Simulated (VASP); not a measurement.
# GaAs (F-43m) in VASP: notebook

The runs below take GaAs through single point, relaxation of cell and atoms, with LDA.

Program: VASP 6.6.1. These are calculated values, not measurements. Logs are shortened: lines on timing, memory, paths and dates and some standing lists are left out, and cuts for length are marked.

### 1 The cell of the first run

It takes space group F-43m (No. 216, cubic). The conventional cell has a = 5.603 Å, b = 5.603 Å, c = 5.603 Å, α = 90.00°, β = 90.00°, γ = 90.00°. Ga (site symmetry -43m) has 4 As at 2.43 Å within 3.2 Å. Within 3.2 Å of As (site symmetry -43m) lie 4 Ga at 2.43 Å.

### 2 Single point, LDA

Contents of INCAR:

```
PREC     = Accurate       # precision mode
ENCUT    = 520            # plane-wave cutoff, eV
EDIFF    = 1E-6           # SCF threshold, eV
ISMEAR   = -1             # smearing method
SIGMA    = 0.1            # smearing width, eV
LREAL    = False          # projectors in reciprocal space
LASPH    = True           # aspherical terms in the spheres
NELM     = 60             # most SCF steps
ALGO     = Normal         # electronic algorithm
ISIF     = 2              # what is computed and relaxed
LWAVE    = False          # write WAVECAR
LCHARG   = True           # write CHGCAR
LELF     = True           # ELF
LVHAR    = True         
NBANDS   = 16             # bands
```

Contents of KPOINTS:

```
regular mesh
0
Gamma
  10 10 10
```

Contents of POSCAR:

```
GaAs
1.0
    0.0000000000      2.8014227801      2.8014227801
    2.8014227801      0.0000000000      2.8014227801
    2.8014227801      2.8014227801      0.0000000000
Ga As
1 1
Direct
    0.0000000000      0.0000000000      0.0000000000
    0.7500000000      0.7500000000      0.7500000000
```

Potentials or basis: VASP PAW LDA potentials, release 64 (Ga_d, As).

On the command line:

```
$ cat potpaw_LDA.64/Ga_d/POTCAR potpaw_LDA.64/As/POTCAR > POTCAR
$ mpirun -np 1 vasp_std > vasp.out
```

OUTCAR:

```text
PREC = Accurate
   ENCUT = 520
   EDIFF = 1E-6
   ISMEAR = -1
   LREAL = False
   LASPH = True
   NELM = 60
   ISIF = 2

 ion  position               nearest neighbor table
   1  0.000  0.000  0.000-   2 2.43   2 2.43   2 2.43   2 2.43
   2  0.750  0.750  0.750-   1 2.43   1 2.43   1 2.43   1 2.43

  LATTYP: Found a face centered cubic cell.
 ALAT       =     5.6028455602

  Lattice vectors:

 A1 = (   0.0000000000,   2.8014227801,   2.8014227801)
 A2 = (   2.8014227801,   0.0000000000,   2.8014227801)
 A3 = (   2.8014227801,   2.8014227801,   0.0000000000)

Analysis of symmetry for initial positions (statically):
=====================================================================
 Subroutine PRICEL returns:
 Original cell was already a primitive cell.

 Routine SETGRP: Setting up the symmetry group for a
 face centered cubic supercell.

 Subroutine GETGRP returns: Found 24 space group operations
 (whereof 24 operations were pure point group operations)
 out of a pool of 48 trial point group operations.

The static configuration has the point symmetry T_d .

Analysis of symmetry for dynamics (positions and initial velocities):
=====================================================================
 Subroutine PRICEL returns:
 Original cell was already a primitive cell.

 Routine SETGRP: Setting up the symmetry group for a
 face centered cubic supercell.

 Subroutine GETGRP returns: Found 24 space group operations
 (whereof 24 operations were pure point group operations)
 out of a pool of 48 trial point group operations.

The dynamic configuration has the point symmetry T_d .

 Subroutine INISYM returns: Found 24 space group operations
 (whereof 24 operations are pure point group operations),
 and found     1 'primitive' translations

----------------------------------------------------------------------------------------

                                     Primitive cell

  volume of cell :      43.9710

  direct lattice vectors                    reciprocal lattice vectors
     0.000000000  2.801422780  2.801422780    -0.178480736  0.178480736  0.178480736
     2.801422780  0.000000000  2.801422780     0.178480736 -0.178480736  0.178480736
     2.801422780  2.801422780  0.000000000     0.178480736  0.178480736 -0.178480736

  length of vectors
     3.961810090  3.961810090  3.961810090     0.309137703  0.309137703  0.309137703

  position of ions in fractional coordinates (direct lattice)
     0.000000000  0.000000000  0.000000000
     0.750000000  0.750000000  0.750000000

  ion indices of the primitive-cell ions
   primitive index   ion index
                 1           1
                 2           2

----------------------------------------------------------------------------------------

 KPOINTS: regular mesh

Automatic generation of k-mesh.
 Grid dimensions read from file:
 generate k-points for:   10   10   10

 Generating k-lattice:

  Cartesian coordinates                     Fractional coordinates (reciprocal lattice)
    -0.017848074  0.017848074  0.017848074     0.100000000  0.000000000  0.000000000
     0.017848074 -0.017848074  0.017848074     0.000000000  0.100000000  0.000000000
     0.017848074  0.017848074 -0.017848074     0.000000000  0.000000000  0.100000000

  Length of vectors
     0.030913770  0.030913770  0.030913770

  Shift w.r.t. Gamma in fractional coordinates (k-lattice)
     0.000000000  0.000000000  0.000000000

 Subroutine IBZKPT returns following result:
 ===========================================

 Found     47 irreducible k-points:

 Following reciprocal coordinates:
            Coordinates               Weight
  0.000000  0.000000  0.000000      1.000000
  0.100000  0.000000  0.000000      8.000000
  0.200000  0.000000  0.000000      8.000000
  0.300000  0.000000  0.000000      8.000000
  0.400000  0.000000  0.000000      8.000000
  0.500000  0.000000  0.000000      4.000000
[... 16 lines left out ...]
  0.300000  0.300000  0.000000      6.000000
  0.400000  0.300000  0.000000     24.000000
 [... further k-points ...]
   k-points           NKPTS =     47   k-points in BZ     NKDIM =     47   number of bands    NBANDS=     16
   number of dos      NEDOS =    301   number of ions     NIONS =      2
   total plane-waves  NPLWV =  27000
   dimension x,y,z NGX =    30 NGY =   30 NGZ =   30
   dimension x,y,z NGXF=    60 NGYF=   60 NGZF=   60
   ions per type =               1   1
   NGX,Y,Z   is equivalent  to a cutoff of  12.59, 12.59, 12.59 a.u.
   NGXF,Y,Z  is equivalent  to a cutoff of  25.18, 25.18, 25.18 a.u.
 SYSTEM =  unknown system
   PREC   = accura    normal or accurate (medium, high low for compatibility)
   ISTART =      0    job   : 0-new  1-cont  2-samecut
   ICHARG =      2    charge: 1-file 2-atom 10-const
   ISPIN  =      1    spin polarized calculation?
   LNONCOLLINEAR =      F non collinear calculations
   LSORBIT =      F    spin-orbit coupling
   LASPH  =      T    aspherical Exc in radial PAW
   ENCUT  =  520.0 eV  38.22 Ry    6.18 a.u.   7.37  7.37  7.37*2*pi/ulx,y,z
   NELM   =     60;   NELMIN=  2; NELMDL= -5     # of ELM steps
   EDIFF  = 0.1E-05   stopping-criterion for ELM
   LREAL  =      F    real-space projection
   EDIFFG = 0.1E-04   stopping-criterion for IOM
   NSW    =      0    number of steps for IOM
   IBRION =     -1    ionic relax: 0-MD 1-quasi-New 2-CG
   NFREE  =      0    steps in history (QN), initial steepest desc. (CG)
   ISIF   =      2    stress and relaxation
   ISYM   =      2    0-nonsym 1-usesym 2-fastsym
   POTIM  = 0.5000    time-step for ionic-motion
   TEBEG  =    0.0;   TEEND  =   0.0 temperature during run
   PSTRESS=    0.0 pullay stress
   NELECT =      18.0000    total number of electrons
   NUPDOWN=      -1.0000    fix difference up-down
   EMIN   =  10.00;   EMAX   =-10.00  energy-range for DOS
   EFERMI =   0.00;   METHOD = LEGACY
   ISMEAR =    -1;   SIGMA  =   0.10  broadening in eV -4-tet -1-fermi 0-gaus
   EFERMI_NEDOS =   21; number of points for ismear=-14 and -15
   IALGO  =     38    algorithm
   IMIX   =      4    mixing-type and parameters
     AMIX     =   0.40;   BMIX     =  1.00
     AMIX_MAG =   1.60;   BMIX_MAG =  1.00
  volume/ion in A,a.u.               =      21.99       148.37
  Fermi-wavevector in a.u.,A,eV,Ry     =   1.215562  2.297079 20.103836  1.477590
  Thomas-Fermi vector in A             =   2.350945
   LORBIT       =      0    0 simple, 1 ext, 2 COOP (PROOUT), +10 PAW based schemes
   GGA     = CA    functional components
   LHFCALC =     F    Hartree Fock is set to
   AEXX    =    0.0000 exact exchange contribution
   IVDW    =     0    specifies the selected vdW correction
   LEPSILON=     F    determine dielectric tensor
   LRPA    =     F    only Hartree local field effects (RPA)
 non-spin polarized calculation
  energy-cutoff  :      520.00
  volume of cell :       43.97
 maximum number of plane-waves:      1243
 NGX is ok and might be reduce to    30
   NGX = 15   NGY = 15   NGZ = 15

 number of electron      18.0000013 magnetization

 Free energy of the ion-electron system (eV)
  ---------------------------------------------------
  ext. energy  EPLUGINS =         0.00000000
  ---------------------------------------------------
  free energy    TOTEN  =        -9.64107904 eV

  energy without entropy =       -9.64071132  energy(sigma->0) =       -9.64089518

 E-fermi :   4.4382     XC(G=0): -10.0325

 val. band max:        4.0628161528   @ k =   0.0000   0.0000   0.0000
 cond. band min:       4.6002169386   @ k =   0.0000   0.0000   0.0000
 fundamental gap:      0.5374007858
 Fermi energy:         4.4382221124

 k-point     1 :       0.0000    0.0000    0.0000
  band No.  band energies     occupation
      1     -10.9163      2.00000
      2     -10.9163      2.00000
      3     -10.9163      2.00000
      4     -10.8314      2.00000
      5     -10.8314      2.00000
      6      -8.8991      2.00000
[... 8 lines left out ...]
     15      14.3023      0.00000
     16      14.3023      0.00000

 k-point     2 :       0.1000    0.0000    0.0000
  band No.  band energies     occupation
      1     -10.9260      2.00000
      2     -10.9138      2.00000
      3     -10.9138      2.00000
      4     -10.8315      2.00000
      5     -10.8315      2.00000
      6      -8.7771      2.00000
[... 8 lines left out ...]
     15      13.5602      0.00000
     16      13.5602      0.00000

 k-point     3 :       0.2000    0.0000    0.0000
  band No.  band energies     occupation
      1     -10.9495      2.00000
      2     -10.9076      2.00000
      3     -10.9076      2.00000
      4     -10.8315      2.00000
      5     -10.8315      2.00000
      6      -8.4263      2.00000
[... 8 lines left out ...]
     15      13.0431      0.00000
     16      13.0431      0.00000

 k-point     4 :       0.3000    0.0000    0.0000
  band No.  band energies     occupation
      1     -10.9757      2.00000
      2     -10.9010      2.00000
      3     -10.9010      2.00000
      4     -10.8303      2.00000
      5     -10.8303      2.00000
      6      -7.8991      2.00000
[... 8 lines left out ...]
     15      13.4303      0.00000
     16      13.4303      0.00000

 k-point     5 :       0.4000    0.0000    0.0000
  band No.  band energies     occupation
      1     -10.9951      2.00000
      2     -10.8968      2.00000
      3     -10.8968      2.00000
      4     -10.8283      2.00000
      5     -10.8283      2.00000
      6      -7.3317      2.00000
[... 8 lines left out ...]
     15      14.6805      0.00000
     16      14.6805      0.00000

 k-point     6 :       0.5000    0.0000    0.0000
  band No.  band energies     occupation
      1     -11.0022      2.00000
      2     -10.8954      2.00000
      3     -10.8954      2.00000
      4     -10.8273      2.00000
      5     -10.8273      2.00000
      6      -7.0498      2.00000
[... 8 lines left out ...]
     15      16.0152      0.00000
     16      16.0152      0.00000

 k-point     7 :       0.1000    0.1000    0.0000
  band No.  band energies     occupation
      1     -10.9316      2.00000
      2     -10.9114      2.00000
      3     -10.9114      2.00000
      4     -10.8334      2.00000
      5     -10.8301      2.00000
      6      -8.7365      2.00000
[... 8 lines left out ...]
     15      12.6553      0.00000
     16      14.4659      0.00000

 k-point     8 :       0.2000    0.1000    0.0000
  band No.  band energies     occupation
      1     -10.9504      2.00000
      2     -10.9064      2.00000
      3     -10.9052      2.00000
      4     -10.8353      2.00000
      5     -10.8289      2.00000
      6      -8.4618      2.00000
[... 8 lines left out ...]
     15      13.4964      0.00000
     16      14.1205      0.00000

 k-point     9 :       0.3000    0.1000    0.0000
  band No.  band energies     occupation
      1     -10.9737      2.00000
      2     -10.9008      2.00000
      3     -10.8983      2.00000
      4     -10.8357      2.00000
      5     -10.8276      2.00000
      6      -7.9900      2.00000
[... 8 lines left out ...]
     15      13.7969      0.00000
     16      14.2510      0.00000
[... 172 lines left out ...]
 k-point    19 :       0.5000    0.2000    0.0000
  band No.  band energies     occupation
      1     -11.0091      2.00000
      2     -10.8887      2.00000
      3     -10.8833      2.00000
      4     -10.8387      2.00000
      5     -10.8251      2.00000
      6      -6.8567      2.00000
[... 8 lines left out ...]
     15      15.9768      0.00000
     16      16.0819      0.00000

 k-point    20 :      -0.4000    0.2000    0.0000
  band No.  band energies     occupation
      1     -11.0084      2.00000
      2     -10.8898      2.00000
      3     -10.8848      2.00000
      4     -10.8342      2.00000
      5     -10.8288      2.00000
      6      -6.7762      2.00000
[... 8 lines left out ...]
     15      14.1918      0.00000
     16      15.6441      0.00000

 k-point    21 :      -0.3000    0.2000    0.0000
  band No.  band energies     occupation
      1     -10.9988      2.00000
      2     -10.8919      2.00000
      3     -10.8897      2.00000
      4     -10.8329      2.00000
      5     -10.8309      2.00000
      6      -7.1758      2.00000
[... 8 lines left out ...]
     15      14.2802      0.00000
     16      16.1995      0.00000

 k-point    22 :      -0.2000    0.2000    0.0000
  band No.  band energies     occupation
      1     -10.9827      2.00000
      2     -10.8973      2.00000
      3     -10.8955      2.00000
      4     -10.8348      2.00000
      5     -10.8293      2.00000
      6      -7.7182      2.00000
[... 8 lines left out ...]
     15      14.6507      0.00000
     16      15.4490      0.00000

 k-point    23 :       0.3000    0.3000    0.0000
  band No.  band energies     occupation
      1     -11.0016      2.00000
      2     -10.8821      2.00000
      3     -10.8821      2.00000
      4     -10.8489      2.00000
      5     -10.8224      2.00000
      6      -7.5519      2.00000
[... 8 lines left out ...]
     15      15.7591      0.00000
     16      16.5197      0.00000

 k-point    24 :       0.4000    0.3000    0.0000
  band No.  band energies     occupation
      1     -11.0145      2.00000
      2     -10.8773      2.00000
      3     -10.8756      2.00000
      4     -10.8510      2.00000
      5     -10.8211      2.00000
      6      -7.0910      2.00000
[... 8 lines left out ...]
     15      16.4705      0.00000
     16      16.9376      0.00000

 [... further k-points ...]
[... 5 lines left out ...]
  --------------------------------------------------------------------------------------
  -------------------------------------------------------------------------------------
  Total        0.0925328      0.0925328      0.0925328      0.0000000      0.0000000      0.0000000
  in kB        3.3716320      3.3716320      3.3716320      0.0000000      0.0000000      0.0000000
  external PRESSURE =       3.3716320 kB  Pullay stress =       0.0000000 kB

 VOLUME and BASIS-vectors are now :
 -----------------------------------------------------------------------------
  energy-cutoff  :      520.00
  volume of cell :       43.97
      direct lattice vectors                 reciprocal lattice vectors
     0.000000000  2.801422780  2.801422780    -0.178480736  0.178480736  0.178480736
     2.801422780  0.000000000  2.801422780     0.178480736 -0.178480736  0.178480736
     2.801422780  2.801422780  0.000000000     0.178480736  0.178480736 -0.178480736

 POSITION                                       TOTAL-FORCE (eV/Angst)
 -----------------------------------------------------------------------------------
      0.00000      0.00000      0.00000         0.000000      0.000000      0.000000
      4.20213      4.20213      4.20213        -0.000000     -0.000000     -0.000000
 -----------------------------------------------------------------------------------
    total drift:                                0.000000      0.000000      0.000000

  FREE ENERGIE OF THE ION-ELECTRON SYSTEM (eV)
  ---------------------------------------------------
  free  energy   TOTEN  =        -9.6410790372 eV

  energy  without entropy=       -9.6407113202  energy(sigma->0) =       -9.64089518
```

It took 44 s on 1 thread of Intel Xeon Platinum 8375C at 2.90GHz (Ice Lake), shared host; peak memory 0.17 GiB.

What came out:

- Free energy: -9.6411 eV
- Pressure: 0.3 GPa
- Band gap on the k mesh: 0.54 eV

Levels at points of the mesh, in eV from the valence-band top:
```
           k point  band 7  band 8  band 9  band 10  band 11  band 12
(0.00, 0.00, 0.00)    0.00    0.00    0.00     0.54     3.68     3.68
(0.50, 0.00, 0.00)   -6.84   -1.19   -1.19     0.94     4.59     4.59
(0.50, 0.50, 0.00)   -7.00   -2.79   -2.79     1.29     1.54    10.26
```

Caveat: semilocal functionals underestimate gaps, and a narrow one can read as zero. A k mesh can miss the band edges.

### 3 Relaxation of cell and atoms, LDA

This run uses another cell than the first one, of 22.59 Å³/atom.

Contents of INCAR:

```
SYSTEM = GaAs
PREC = Accurate
ENCUT = 600
EDIFF = 1E-7
ISMEAR = -1
SIGMA = 0.1
LREAL = .FALSE.
LASPH = .TRUE.
NELM = 80
ALGO = Normal
ISIF = 3
LWAVE = .FALSE.
LCHARG = .FALSE.
IBRION = 2
NSW = 100
EDIFFG = -0.002
```

Contents of KPOINTS:

```
regular mesh
0
G
  10 10 10
  0 0 0
```

Contents of POSCAR:

```
GaAs
1.0
    0.0000000000      2.8268500000      2.8268500000
    2.8268500000      0.0000000000      2.8268500000
    2.8268500000      2.8268500000      0.0000000000
Ga As
1 1
Direct
    0.0000000000      0.0000000000      0.0000000000
    0.7500000000      0.7500000000      0.7500000000
```

Potentials or basis: VASP PAW LDA potentials, release 64 (Ga_d, As).

On the command line:

```
$ cat potpaw_LDA.64/Ga_d/POTCAR potpaw_LDA.64/As/POTCAR > POTCAR
$ mpirun -np 1 vasp_std > vasp.out
```

It took 92 s on 1 thread of Intel Xeon Platinum 8375C at 2.90GHz (Ice Lake), shared host; peak memory 0.18 GiB.

Results (log left out):

* Free energy: -9.6413 eV
* Relaxed volume: 22.08 Å³/atom
* Relaxed cell: a = 3.967 Å, b = 3.967 Å, c = 3.967 Å, α = 60.00°, β = 60.00°, γ = 60.00°
* Space group after relaxing (to 0.1 Å): F-43m (No. 216)
* Energy gained by relaxing: 2.6 meV/atom
* Ionic steps: 3
* Pressure after relaxing: 0.0 GPa
* Band gap on the k mesh: 0.50 eV

Step by step:
| step | energy change (eV) | largest force (eV/Å) | pressure (GPa) | volume (Å³) |
| --- | --- | --- | --- | --- |
| 1 | 0.0000 | 0.0000 | -1.59 | 45.18 |
| 2 | -0.0042 | 0.0000 | 0.74 | 43.73 |
| 3 | -0.0052 | 0.0000 | 0.01 | 44.16 |

Final structure:
```xyz
2
Lattice="0.0000 2.8054 2.8054 2.8054 0.0000 2.8054 2.8054 2.8054 0.0000" Properties=species:S:1:pos:R:3 pbc="T T T"
Ga    0.0000    0.0000    0.0000
As    4.2081    4.2081    4.2081
```

Levels at points of the mesh, in eV from the valence-band top:
| k point | band 7 | band 8 | band 9 | band 10 | band 11 | band 12 |
| --- | --- | --- | --- | --- | --- | --- |
| (0.00, 0.00, 0.00) | 0.00 | 0.00 | 0.00 | 0.50 | 3.68 | 3.68 |
| (0.50, 0.00, 0.00) | -6.82 | -1.18 | -1.18 | 0.93 | 4.59 | 4.59 |
| (0.50, 0.50, 0.00) | -6.98 | -2.77 | -2.77 | 1.30 | 1.54 | 10.22 |

Caveat: semilocal functionals underestimate gaps, and a narrow one can read as zero. A k mesh can miss the band edges.
